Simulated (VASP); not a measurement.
# Si (Pm-3m) in VASP: a series of runs

Runs on Si. Level: PBE. Tasks: relaxation of cell and atoms.

All numbers are computed with VASP 6.6.1; they aren't measurements. Logs are shortened: lines on timing, memory, paths and dates and some standing lists are left out, and cuts for length are marked.

### Step 1. The cell of the first run

It takes space group Pm-3m (No. 221, cubic). The conventional cell has a = 2.570 Å, b = 2.570 Å, c = 2.570 Å, α = 90.00°, β = 90.00°, γ = 90.00°. Si (site symmetry m-3m) has 6 Si at 2.57 Å within 3.4 Å.

This isn't the form of Si at room conditions, which is diamond.

### Step 2. Relaxation of cell and atoms, PBE

Contents of INCAR:

```
PREC = Accurate
ENCUT = 500
EDIFF = 1E-7
ISMEAR = 1
SIGMA = 0.1
LREAL = False
LASPH = True
NELM = 120
ALGO = Normal
ISIF = 3
LWAVE = False
LCHARG = False
GGA = PE
IBRION = 2
NSW = 60
EDIFFG = -0.01
GGA_COMPAT = False
NELMIN = 4
```

Contents of KPOINTS:

```
Automatic mesh
0
Gamma
  8 8 8
```

Contents of POSCAR:

```
Si
1.0
    2.5700000000      0.0000000000      0.0000000000
    0.0000000000      2.5700000000      0.0000000000
    0.0000000000      0.0000000000      2.5700000000
Si
1
Direct
    0.0000000000      0.0000000000      0.0000000000
```

Potentials or basis: VASP PAW PBE potentials, release 64 (Si).

Run with:

```bash
$ cat potpaw_PBE.64/Si/POTCAR > POTCAR
$ mpirun -np 1 vasp_std > vasp.out
```

OUTCAR:

```text
PREC = Accurate
   ENCUT = 500
   EDIFF = 1E-7
   ISMEAR = 1
   LREAL = False
   LASPH = True
   NELM = 120
   ISIF = 3
   GGA = PE
   IBRION = 2
   NSW = 60
   EDIFFG = -0.01
   NELMIN = 4

 ion  position               nearest neighbor table
   1  0.000  0.000  0.000-

  LATTYP: Found a simple cubic cell.
 ALAT       =     2.5700000000

  Lattice vectors:

 A1 = (   2.5700000000,   0.0000000000,   0.0000000000)
 A2 = (   0.0000000000,   2.5700000000,   0.0000000000)
 A3 = (   0.0000000000,   0.0000000000,   2.5700000000)

Analysis of symmetry for initial positions (statically):
=====================================================================
 Subroutine PRICEL returns:
 Original cell was already a primitive cell.

 Routine SETGRP: Setting up the symmetry group for a
 simple cubic supercell.

 Subroutine GETGRP returns: Found 48 space group operations
 (whereof 48 operations were pure point group operations)
 out of a pool of 48 trial point group operations.

The static configuration has the point symmetry O_h .

Analysis of symmetry for dynamics (positions and initial velocities):
=====================================================================
 Subroutine PRICEL returns:
 Original cell was already a primitive cell.

 Routine SETGRP: Setting up the symmetry group for a
 simple cubic supercell.

 Subroutine GETGRP returns: Found 48 space group operations
 (whereof 48 operations were pure point group operations)
 out of a pool of 48 trial point group operations.

The dynamic configuration has the point symmetry O_h .

 Subroutine INISYM returns: Found 48 space group operations
 (whereof 48 operations are pure point group operations),
 and found     1 'primitive' translations

----------------------------------------------------------------------------------------

                                     Primitive cell

  volume of cell :      16.9746

  direct lattice vectors                    reciprocal lattice vectors
     2.570000000  0.000000000  0.000000000     0.389105058  0.000000000  0.000000000
     0.000000000  2.570000000  0.000000000     0.000000000  0.389105058  0.000000000
     0.000000000  0.000000000  2.570000000     0.000000000  0.000000000  0.389105058

  length of vectors
     2.570000000  2.570000000  2.570000000     0.389105058  0.389105058  0.389105058

  position of ions in fractional coordinates (direct lattice)
     0.000000000  0.000000000  0.000000000

  ion indices of the primitive-cell ions
   primitive index   ion index
                 1           1

----------------------------------------------------------------------------------------

 KPOINTS: Automatic mesh

Automatic generation of k-mesh.
 Grid dimensions read from file:
 generate k-points for:    8    8    8

 Generating k-lattice:

  Cartesian coordinates                     Fractional coordinates (reciprocal lattice)
     0.048638132  0.000000000  0.000000000     0.125000000  0.000000000  0.000000000
     0.000000000  0.048638132  0.000000000     0.000000000  0.125000000  0.000000000
     0.000000000  0.000000000  0.048638132     0.000000000  0.000000000  0.125000000

  Length of vectors
     0.048638132  0.048638132  0.048638132

  Shift w.r.t. Gamma in fractional coordinates (k-lattice)
     0.000000000  0.000000000  0.000000000

 Subroutine IBZKPT returns following result:
 ===========================================

 Found     35 irreducible k-points:

 Following reciprocal coordinates:
            Coordinates               Weight
  0.000000  0.000000  0.000000      1.000000
  0.125000  0.000000  0.000000      6.000000
  0.250000  0.000000  0.000000      6.000000
  0.375000  0.000000  0.000000      6.000000
  0.500000  0.000000  0.000000      3.000000
  0.125000  0.125000  0.000000     12.000000
[... 16 lines left out ...]
  0.375000  0.375000  0.125000     24.000000
  0.500000  0.375000  0.125000     24.000000
 [... further k-points ...]
   k-points           NKPTS =     35   k-points in BZ     NKDIM =     35   number of bands    NBANDS=      6
   number of dos      NEDOS =    301   number of ions     NIONS =      1
   total plane-waves  NPLWV =   8000
   dimension x,y,z NGX =    20 NGY =   20 NGZ =   20
   dimension x,y,z NGXF=    40 NGYF=   40 NGZF=   40
   ions per type =               1
   NGX,Y,Z   is equivalent  to a cutoff of  12.94, 12.94, 12.94 a.u.
   NGXF,Y,Z  is equivalent  to a cutoff of  25.87, 25.87, 25.87 a.u.
 SYSTEM =  unknown system
   PREC   = accura    normal or accurate (medium, high low for compatibility)
   ISTART =      0    job   : 0-new  1-cont  2-samecut
   ICHARG =      2    charge: 1-file 2-atom 10-const
   ISPIN  =      1    spin polarized calculation?
   LNONCOLLINEAR =      F non collinear calculations
   LSORBIT =      F    spin-orbit coupling
   LASPH  =      T    aspherical Exc in radial PAW
   ENCUT  =  500.0 eV  36.75 Ry    6.06 a.u.   4.69  4.69  4.69*2*pi/ulx,y,z
   NELM   =    120;   NELMIN=  4; NELMDL= -5     # of ELM steps
   EDIFF  = 0.1E-06   stopping-criterion for ELM
   LREAL  =      F    real-space projection
   EDIFFG = -.1E-01   stopping-criterion for IOM
   NSW    =     60    number of steps for IOM
   IBRION =      2    ionic relax: 0-MD 1-quasi-New 2-CG
   NFREE  =      1    steps in history (QN), initial steepest desc. (CG)
   ISIF   =      3    stress and relaxation
   ISYM   =      2    0-nonsym 1-usesym 2-fastsym
   POTIM  = 0.5000    time-step for ionic-motion
   TEBEG  =    0.0;   TEEND  =   0.0 temperature during run
   PSTRESS=    0.0 pullay stress
   NELECT =       4.0000    total number of electrons
   NUPDOWN=      -1.0000    fix difference up-down
   EMIN   =  10.00;   EMAX   =-10.00  energy-range for DOS
   EFERMI =   0.00;   METHOD = LEGACY
   ISMEAR =     1;   SIGMA  =   0.10  broadening in eV -4-tet -1-fermi 0-gaus
   EFERMI_NEDOS =   21; number of points for ismear=-14 and -15
   IALGO  =     38    algorithm
   IMIX   =      4    mixing-type and parameters
     AMIX     =   0.40;   BMIX     =  1.00
     AMIX_MAG =   1.60;   BMIX_MAG =  1.00
  volume/ion in A,a.u.               =      16.97       114.55
  Fermi-wavevector in a.u.,A,eV,Ry     =   1.011180  1.910853 13.911747  1.022485
  Thomas-Fermi vector in A             =   2.144214
   LORBIT       =      0    0 simple, 1 ext, 2 COOP (PROOUT), +10 PAW based schemes
   GGA     = PE    functional components
   LHFCALC =     F    Hartree Fock is set to
   AEXX    =    0.0000 exact exchange contribution
   IVDW    =     0    specifies the selected vdW correction
   LEPSILON=     F    determine dielectric tensor
   LRPA    =     F    only Hartree local field effects (RPA)
 conjugate gradient relaxation of ions
 non-spin polarized calculation
 Methfessel and Paxton  Order N= 1 SIGMA  =   0.10
  energy-cutoff  :      500.00
  volume of cell :       16.97
 maximum number of plane-waves:       442
 NGX is ok and might be reduce to    20
   NGX =  9   NGY =  9   NGZ =  9

--------------------------------------- Ionic step        1  -------------------------------------------

 number of electron       4.0000000 magnetization

 Free energy of the ion-electron system (eV)
  ---------------------------------------------------
  ext. energy  EPLUGINS =         0.00000000
  ---------------------------------------------------
  free energy    TOTEN  =        -5.00041293 eV

  energy without entropy =       -5.00140375  energy(sigma->0) =       -5.00074320

------------------------ aborting loop because EDIFF is reached ----------------------------------------

  FORCE on cell =-STRESS in cart. coord.  units (eV):
  Direction    XX          YY          ZZ          XY          YZ          ZX
  --------------------------------------------------------------------------------------
  -------------------------------------------------------------------------------------
  Total       -0.4419109     -0.4419109     -0.4419109      0.0000000     -0.0000000     -0.0000000
  in kB      -41.7105519    -41.7105519    -41.7105519      0.0000000     -0.0000000     -0.0000000
  external PRESSURE =     -41.7105519 kB  Pullay stress =       0.0000000 kB
[... 55 lines left out ...]
  energy  without entropy=       -5.0098643712  energy(sigma->0) =       -5.00911774

--------------------------------------- Ionic step        3  -------------------------------------------

 number of electron       4.0000000 magnetization

 Free energy of the ion-electron system (eV)
  ---------------------------------------------------
  ext. energy  EPLUGINS =         0.00000000
  ---------------------------------------------------
  free energy    TOTEN  =        -5.01071550 eV

  energy without entropy =       -5.01183673  energy(sigma->0) =       -5.01108924

 E-fermi :   8.1879     XC(G=0): -10.6147

 val. band max:        7.9998854396   @ k =   0.2500   0.1250   0.1250
 cond. band min:       8.2706764797   @ k =   0.5000   0.3750   0.1250
 fundamental gap:      0.2707910401
 Fermi energy:         8.1878745242

 k-point     1 :       0.0000    0.0000    0.0000
  band No.  band energies     occupation
      1      -4.9377      2.00000
      2      15.6857      0.00000
      3      15.6857      0.00000
      4      15.9164      0.00000
      5      15.9164      0.00000
      6      15.9164      0.00000

 k-point     2 :       0.1250    0.0000    0.0000
  band No.  band energies     occupation
      1      -4.5917      2.00000
      2      11.5066      0.00000
      3      15.9629      0.00000
      4      16.2023      0.00000
      5      16.2023      0.00000
      6      19.5142      0.00000
[... 190 lines left out ...]
 k-point    24 :       0.5000    0.3750    0.1250
  band No.  band energies     occupation
      1       3.0502      2.00000
      2       4.6841      2.00000
      3       8.2707      0.00625
      4      11.7500      0.00000
      5      18.8627      0.00000
      6      21.5247      0.00000

 [... further k-points ...]

------------------------ aborting loop because EDIFF is reached ----------------------------------------

  FORCE on cell =-STRESS in cart. coord.  units (eV):
  Direction    XX          YY          ZZ          XY          YZ          ZX
  --------------------------------------------------------------------------------------
  -------------------------------------------------------------------------------------
  Total        0.0070529      0.0070529      0.0070529     -0.0000000     -0.0000000      0.0000000
  in kB        0.6966921      0.6966921      0.6966921     -0.0000000     -0.0000000      0.0000000
  external PRESSURE =       0.6966921 kB  Pullay stress =       0.0000000 kB
[... 16 lines left out ...]
  FREE ENERGIE OF THE ION-ELECTRON SYSTEM (eV)
  ---------------------------------------------------
  free  energy   TOTEN  =        -5.0107154961 eV

  energy  without entropy=       -5.0118367253  energy(sigma->0) =       -5.01108924

 reached required accuracy - stopping structural energy minimisation
```

It took 3.6 s on 1 thread of Intel Xeon 6975P-C (Granite Rapids), shared host; peak memory 0.11 GiB.

What came out:

| Item | Value |
| --- | --- |
| Free energy | -5.0107 eV |
| Relaxed volume | 16.22 Å³/atom |
| Relaxed cell | a = 2.531 Å, b = 2.531 Å, c = 2.531 Å, α = 90.00°, β = 90.00°, γ = 90.00° |
| Space group after relaxing (to 0.1 Å) | Pm-3m (No. 221) |
| Energy gained by relaxing | 10.3 meV/atom |
| Ionic steps | 3 |
| Pressure after relaxing | 0.1 GPa |
| Band gap on the k mesh | zero (bands 2 and 3 overlap by 10.31 eV) |

Step by step:
| step | energy change (eV) | largest force (eV/Å) | pressure (GPa) | volume (Å³) |
| --- | --- | --- | --- | --- |
| 1 | 0.0000 | 0.0000 | -4.17 | 16.97 |
| 2 | -0.0083 | 0.0000 | 2.04 | 15.91 |
| 3 | -0.0103 | 0.0000 | 0.07 | 16.22 |

Final structure:
```
Si
1.0
     2.53131    0.00000    0.00000
     0.00000    2.53131    0.00000
     0.00000    0.00000    2.53131
Si
1
Direct
  0.00000 0.00000 0.00000
```

Levels at points of the mesh, in eV from the Fermi level:
| k point | band 1 | band 2 | band 3 | band 4 | band 5 | band 6 |
| --- | --- | --- | --- | --- | --- | --- |
| (0.00, 0.00, 0.00) | -13.13 | 7.50 | 7.50 | 7.73 | 7.73 | 7.73 |
| (0.50, 0.00, 0.00) | -8.54 | -6.46 | 10.11 | 11.09 | 11.09 | 14.63 |
| (0.50, 0.50, 0.00) | -3.43 | -2.82 | -2.82 | 1.56 | 14.35 | 17.24 |
| (0.50, 0.50, 0.50) | 0.60 | 0.60 | 0.60 | 3.57 | 5.19 | 5.19 |

### Step 3. Relaxation of cell and atoms, PBE, target pressure 20 GPa, at which the enthalpy is minimised

Contents of INCAR:

```
PREC     = Accurate       # precision mode
ENCUT    = 500            # plane-wave cutoff, eV
EDIFF    = 1E-7           # SCF threshold, eV
ISMEAR   = 1              # smearing method
SIGMA    = 0.1            # smearing width, eV
LREAL    = False          # projectors in reciprocal space
LASPH    = True           # aspherical terms in the spheres
NELM     = 120            # most SCF steps
ALGO     = Normal         # electronic algorithm
ISIF     = 3              # what is computed and relaxed
LWAVE    = False          # write WAVECAR
LCHARG   = False          # write CHGCAR
GGA      = PE             # functional
IBRION   = 2              # ionic algorithm
NSW      = 60             # ionic steps
EDIFFG   = -0.01          # ionic threshold
PSTRESS  = 200.0        
GGA_COMPAT= False        
NELMIN   = 4
```

KPOINTS is that of step 2.

POSCAR is that of step 2.

Potentials or basis: VASP PAW PBE potentials, release 64 (Si).

Run with:

```bash
$ cat potpaw_PBE.64/Si/POTCAR > POTCAR
$ mpirun -np 1 vasp_std > vasp.out
```

It took 5.5 s on 1 thread of Intel Xeon 6975P-C (Granite Rapids), shared host; peak memory 0.12 GiB.

Results (log left out):

| Item | Value |
| --- | --- |
| Free energy | -4.8828 eV |
| Relaxed volume | 13.95 Å³/atom |
| Relaxed cell | a = 2.407 Å, b = 2.407 Å, c = 2.407 Å, α = 90.00°, β = 90.00°, γ = 90.00° |
| Space group after relaxing (to 0.1 Å) | Pm-3m (No. 221) |
| Energy change on relaxing (the run minimises the enthalpy) | +117.7 meV/atom |
| Ionic steps | 7 |
| Pressure after relaxing | 20.0 GPa |
| Band gap on the k mesh | zero (bands 2 and 3 overlap by 10.60 eV) |

Step by step:
```csv
step,energy change (eV),largest force (eV/Å),pressure (GPa),volume (Å³)
1,0.0000,0.0000,-4.17,16.97
2,0.7742,0.0000,71.35,11.43
3,0.1034,0.0000,18.55,14.07
4,0.1147,0.0000,19.71,13.97
5,0.1218,0.0000,20.43,13.92
6,0.1133,0.0000,19.57,13.99
7,0.1177,0.0000,20.01,13.95
```

Final structure:
```
Si
1.0
     2.40731    0.00000    0.00000
     0.00000    2.40731    0.00000
     0.00000    0.00000    2.40731
Si
1
Cartesian
  0.0000 0.0000 0.0000
```

Levels at points of the mesh, in eV from the Fermi level:
| k point | band 1 | band 2 | band 3 | band 4 | band 5 | band 6 |
| --- | --- | --- | --- | --- | --- | --- |
| (0.00, 0.00, 0.00) | -14.39 | 7.62 | 7.62 | 8.86 | 8.86 | 8.86 |
| (0.50, 0.00, 0.00) | -9.03 | -7.43 | 10.57 | 12.97 | 12.97 | 15.54 |
| (0.50, 0.50, 0.00) | -3.18 | -3.18 | -2.98 | 0.92 | 17.05 | 18.51 |
| (0.50, 0.50, 0.50) | 0.86 | 0.86 | 0.86 | 4.99 | 4.99 | 5.90 |

Caveat: the cell is relaxed towards a set pressure, so the run minimises the enthalpy, not the energy; the volume moved by over 15 % at a fixed basis, so the end points are rough.
